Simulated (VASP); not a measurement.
# W2I (Fm-3m) in VASP: further runs

Runs on W2I. Level: PBE. Tasks: single point, relaxation of cell and atoms.

Everything below comes from runs of VASP 6.6.1. Logs are shortened: lines on timing, memory, paths and dates and some standing lists are left out, and cuts for length are marked.

## 1. The cell of the first run

The structure is cubic, space group Fm-3m (No. 225). Conventional cell: a = 6.267 Å, b = 6.267 Å, c = 6.267 Å, α = 90.00°, β = 90.00°, γ = 90.00°. Within 3.6 Å of W (site symmetry -43m) lie 4 I at 2.71 Å and 6 W at 3.13 Å. I (site symmetry m-3m) has 8 W at 2.71 Å within 3.6 Å.

## 2. Single point, PBE

INCAR reads:

```
PREC = Accurate
ENCUT = 520
EDIFF = 1E-6
ISMEAR = 0
SIGMA = 0.1
LREAL = F
LASPH = T
NELM = 60
ALGO = Normal
ISIF = 2
LWAVE = F
LCHARG = F
GGA = PE
NBANDS = 24
```

KPOINTS reads:

```
Automatic mesh
0
Gamma
  4 4 4
```

POSCAR reads:

```
W2I
1.0
    0.0000000000      3.1334418505      3.1334418505
    3.1334418505      0.0000000000      3.1334418505
    3.1334418505      3.1334418505      0.0000000000
W I
2 1
Direct
    0.2500000000      0.2500000000      0.2500000000
    0.7500000000      0.7500000000      0.7500000000
    0.0000000000      0.0000000000      0.0000000000
```

Potentials or basis: VASP PAW PBE potentials, release 64 (W_sv, I).

Launch:

```
cat potpaw_PBE.64/W_sv/POTCAR potpaw_PBE.64/I/POTCAR > POTCAR
mpirun -np 1 vasp_std > vasp.out
```

OUTCAR:

```text
PREC = Accurate
   ENCUT = 520
   EDIFF = 1E-6
   ISMEAR = 0
   LREAL = F
   LASPH = T
   NELM = 60
   ISIF = 2
   GGA = PE

 ion  position               nearest neighbor table
   1  0.250  0.250  0.250-   3 2.71   3 2.71   3 2.71   3 2.71   2 3.13   2 3.13   2 3.13   2 3.13
                             2 3.13   2 3.13
   2  0.750  0.750  0.750-   3 2.71   3 2.71   3 2.71   3 2.71   1 3.13   1 3.13   1 3.13   1 3.13
                             1 3.13   1 3.13
   3  0.000  0.000  0.000-   2 2.71   2 2.71   2 2.71   1 2.71   1 2.71   1 2.71   2 2.71   1 2.71

  LATTYP: Found a face centered cubic cell.
 ALAT       =     6.2668837010

  Lattice vectors:

 A1 = (   0.0000000000,   3.1334418505,   3.1334418505)
 A2 = (   3.1334418505,   0.0000000000,   3.1334418505)
 A3 = (   3.1334418505,   3.1334418505,   0.0000000000)

Analysis of symmetry for initial positions (statically):
=====================================================================
 Subroutine PRICEL returns:
 Original cell was already a primitive cell.

 Routine SETGRP: Setting up the symmetry group for a
 face centered cubic supercell.

 Subroutine GETGRP returns: Found 48 space group operations
 (whereof 48 operations were pure point group operations)
 out of a pool of 48 trial point group operations.

The static configuration has the point symmetry O_h .

Analysis of symmetry for dynamics (positions and initial velocities):
=====================================================================
 Subroutine PRICEL returns:
 Original cell was already a primitive cell.

 Routine SETGRP: Setting up the symmetry group for a
 face centered cubic supercell.

 Subroutine GETGRP returns: Found 48 space group operations
 (whereof 48 operations were pure point group operations)
 out of a pool of 48 trial point group operations.

The dynamic configuration has the point symmetry O_h .

 Subroutine INISYM returns: Found 48 space group operations
 (whereof 48 operations are pure point group operations),
 and found     1 'primitive' translations

----------------------------------------------------------------------------------------

                                     Primitive cell

  volume of cell :      61.5311

[... 67 lines left out ...]
   ISPIN  =      1    spin polarized calculation?
   LNONCOLLINEAR =      F non collinear calculations
   LSORBIT =      F    spin-orbit coupling
   LASPH  =      T    aspherical Exc in radial PAW
   ENCUT  =  520.0 eV  38.22 Ry    6.18 a.u.   8.24  8.24  8.24*2*pi/ulx,y,z
   NELM   =     60;   NELMIN=  2; NELMDL= -5     # of ELM steps
   EDIFF  = 0.1E-05   stopping-criterion for ELM
   LREAL  =      F    real-space projection
   EDIFFG = 0.1E-04   stopping-criterion for IOM
   NSW    =      0    number of steps for IOM
   IBRION =     -1    ionic relax: 0-MD 1-quasi-New 2-CG
   NFREE  =      0    steps in history (QN), initial steepest desc. (CG)
   ISIF   =      2    stress and relaxation
   ISYM   =      2    0-nonsym 1-usesym 2-fastsym
   POTIM  = 0.5000    time-step for ionic-motion
   TEBEG  =    0.0;   TEEND  =   0.0 temperature during run
   PSTRESS=    0.0 pullay stress
   NELECT =      35.0000    total number of electrons
   NUPDOWN=      -1.0000    fix difference up-down
   EMIN   =  10.00;   EMAX   =-10.00  energy-range for DOS
   EFERMI =   0.00;   METHOD = LEGACY
   ISMEAR =     0;   SIGMA  =   0.10  broadening in eV -4-tet -1-fermi 0-gaus
   EFERMI_NEDOS =   21; number of points for ismear=-14 and -15
   IALGO  =     38    algorithm
   IMIX   =      4    mixing-type and parameters
     AMIX     =   0.40;   BMIX     =  1.00
     AMIX_MAG =   1.60;   BMIX_MAG =  1.00
  volume/ion in A,a.u.               =      20.51       138.41
  Fermi-wavevector in a.u.,A,eV,Ry     =   1.356436  2.563292 25.033601  1.839918
  Thomas-Fermi vector in A             =   2.483439
   LORBIT       =      0    0 simple, 1 ext, 2 COOP (PROOUT), +10 PAW based schemes
   GGA     = PE    functional components
   LHFCALC =     F    Hartree Fock is set to
   AEXX    =    0.0000 exact exchange contribution
   IVDW    =     0    specifies the selected vdW correction
   LEPSILON=     F    determine dielectric tensor
   LRPA    =     F    only Hartree local field effects (RPA)
 non-spin polarized calculation
 Gauss-broadening in eV      SIGMA  =   0.10
  energy-cutoff  :      520.00
  volume of cell :       61.53
 maximum number of plane-waves:      1676
 NGX is ok and might be reduce to    36
   NGX = 17   NGY = 17   NGZ = 17

 number of electron      35.0000002 magnetization

 Free energy of the ion-electron system (eV)
  ---------------------------------------------------
  ext. energy  EPLUGINS =         0.00000000
  ---------------------------------------------------
  free energy    TOTEN  =       -20.73046371 eV

  energy without entropy =      -20.67782058  energy(sigma->0) =      -20.70414214

 E-fermi :  10.1760     XC(G=0): -11.8280

 val. band max:       10.1541625053   @ k =   0.2500   0.0000   0.0000
 cond. band min:      10.1925300526   @ k =  -0.2500   0.5000   0.2500
 fundamental gap:      0.0383675472
 Fermi energy:        10.1759694424

 k-point     1 :       0.0000    0.0000    0.0000
  band No.  band energies     occupation
      1     -63.9402      2.00000
      2     -63.9096      2.00000
      3     -28.2769      2.00000
      4     -28.2769      2.00000
      5     -28.2769      2.00000
      6     -28.0840      2.00000
[... 205 lines left out ...]
     23      15.1989      0.00000
     24      15.4694      0.00000

------------------------ aborting loop because EDIFF is reached ----------------------------------------

  FORCE on cell =-STRESS in cart. coord.  units (eV):
  Direction    XX          YY          ZZ          XY          YZ          ZX
  --------------------------------------------------------------------------------------
  -------------------------------------------------------------------------------------
  Total       -0.0316558     -0.0316558     -0.0316558     -0.0000000      0.0000000     -0.0000000
  in kB       -0.8242701     -0.8242701     -0.8242701     -0.0000000      0.0000000     -0.0000000
  external PRESSURE =      -0.8242701 kB  Pullay stress =       0.0000000 kB

 VOLUME and BASIS-vectors are now :
 -----------------------------------------------------------------------------
  energy-cutoff  :      520.00
  volume of cell :       61.53
      direct lattice vectors                 reciprocal lattice vectors
     0.000000000  3.133441851  3.133441851    -0.159568942  0.159568942  0.159568942
     3.133441851  0.000000000  3.133441851     0.159568942 -0.159568942  0.159568942
     3.133441851  3.133441851  0.000000000     0.159568942  0.159568942 -0.159568942

 POSITION                                       TOTAL-FORCE (eV/Angst)
 -----------------------------------------------------------------------------------
      1.56672      1.56672      1.56672        -0.000000      0.000000     -0.000000
      4.70016      4.70016      4.70016        -0.000000     -0.000000      0.000000
      0.00000      0.00000      0.00000         0.000000      0.000000     -0.000000
 -----------------------------------------------------------------------------------
    total drift:                                0.000000      0.000000      0.000000

  FREE ENERGIE OF THE ION-ELECTRON SYSTEM (eV)
  ---------------------------------------------------
  free  energy   TOTEN  =       -20.7304637098 eV

  energy  without entropy=      -20.6778205800  energy(sigma->0) =      -20.70414214
```

OSZICAR:

```text
N       E                     dE             d eps       ncg     rms          rms(c)
DAV:   1     0.359609409978E+03    0.35961E+03   -0.19334E+04   392   0.148E+03
DAV:   2    -0.729482191575E+01   -0.36690E+03   -0.35865E+03   440   0.451E+02
DAV:   3    -0.211294880177E+02   -0.13835E+02   -0.13325E+02   480   0.834E+01
DAV:   4    -0.213568023817E+02   -0.22731E+00   -0.22636E+00   424   0.118E+01
DAV:   5    -0.213619928605E+02   -0.51905E-02   -0.51896E-02   496   0.180E+00    0.237E+01
DAV:   6    -0.208368972088E+02    0.52510E+00   -0.11145E+00   424   0.762E+00    0.103E+01
DAV:   7    -0.207352085320E+02    0.10169E+00   -0.26334E-01   448   0.319E+00    0.258E+00
DAV:   8    -0.207313787165E+02    0.38298E-02   -0.10064E-02   424   0.583E-01    0.115E+00
DAV:   9    -0.207304622976E+02    0.91642E-03   -0.29307E-03   456   0.369E-01    0.139E-01
DAV:  10    -0.207304766836E+02   -0.14386E-04   -0.87406E-05   488   0.677E-02    0.362E-02
DAV:  11    -0.207304635373E+02    0.13146E-04   -0.12712E-05   416   0.236E-02    0.205E-02
DAV:  12    -0.207304637098E+02   -0.17243E-06   -0.77202E-07   264   0.627E-03
   1 F= -.20730464E+02 E0= -.20704142E+02  d E =-.526431E-01
```

It took 13 s on 1 thread of AMD EPYC 7R13 (Zen 3), shared host; peak memory 0.17 GiB.

Results:

| Property | Result |
| --- | --- |
| Free energy | -20.7305 eV |
| Pressure | -0.1 GPa |
| Band gap on the k mesh | zero (an odd number of electrons rules out a gap without spin polarisation) |

Caveat: the k points lie up to 0.43 Å⁻¹ apart, too coarse for converged energies and pressures of a metal; spin-orbit coupling is left out, which moves the levels of the heavy elements.

## 3. Single point, PBE

This run uses another cell than the first one, of 20.34 Å³/atom.

INCAR reads:

```
SYSTEM = W2I
ALGO = Normal
EDIFF = 1E-7
ENCUT = 520
GGA = PE
ISIF = 2
ISMEAR = 0
LASPH = .TRUE.
LCHARG = .FALSE.
LREAL = .FALSE.
LWAVE = .FALSE.
NBANDS = 24
NELM = 80
PREC = Accurate
SIGMA = 0.1
```

KPOINTS reads:

```
k-points
0
G
  6 6 6
  0 0 0
```

POSCAR reads:

```
W2I
1.0
    0.0000000000      3.1247277483      3.1247277483
    3.1247277483      0.0000000000      3.1247277483
    3.1247277483      3.1247277483      0.0000000000
W I
2 1
Direct
    0.2500000000      0.2500000000      0.2500000000
    0.7500000000      0.7500000000      0.7500000000
    0.0000000000      0.0000000000      0.0000000000
```

Potentials or basis: VASP PAW PBE potentials, release 64 (W_sv, I).

Launch:

```
cat potpaw_PBE.64/W_sv/POTCAR potpaw_PBE.64/I/POTCAR > POTCAR
mpirun -np 1 vasp_std > vasp.out
```

Run time: 24 s. Hardware: 1 thread of AMD EPYC 7R13 (Zen 3), shared host; peak memory 0.17 GiB.

Results (log left out):

- Free energy: -20.7605 eV
- Pressure: -0.1 GPa
- Band gap on the k mesh: zero (an odd number of electrons rules out a gap without spin polarisation)

Levels at points of the mesh, in eV from the Fermi level:
| k point | band 14 | band 15 | band 16 | band 17 | band 18 | band 19 | band 20 | band 21 |
| --- | --- | --- | --- | --- | --- | --- | --- | --- |
| (0.00, 0.00, 0.00) | -3.44 | -2.12 | 1.24 | 1.24 | 1.24 | 2.98 | 2.98 | 2.98 |
| (0.50, 0.00, 0.00) | -1.84 | -1.68 | -1.39 | -0.79 | -0.79 | -0.69 | -0.69 | 2.35 |
| (0.50, 0.50, 0.00) | -3.27 | -2.68 | -0.41 | -0.41 | 0.15 | 0.15 | 1.67 | 2.46 |

Caveat: spin-orbit coupling is left out, which moves the levels of the heavy elements.

(Part 1 of 2 ends here.)

The gap in the log of VASP goes by the Fermi energy; the results here count the filled bands.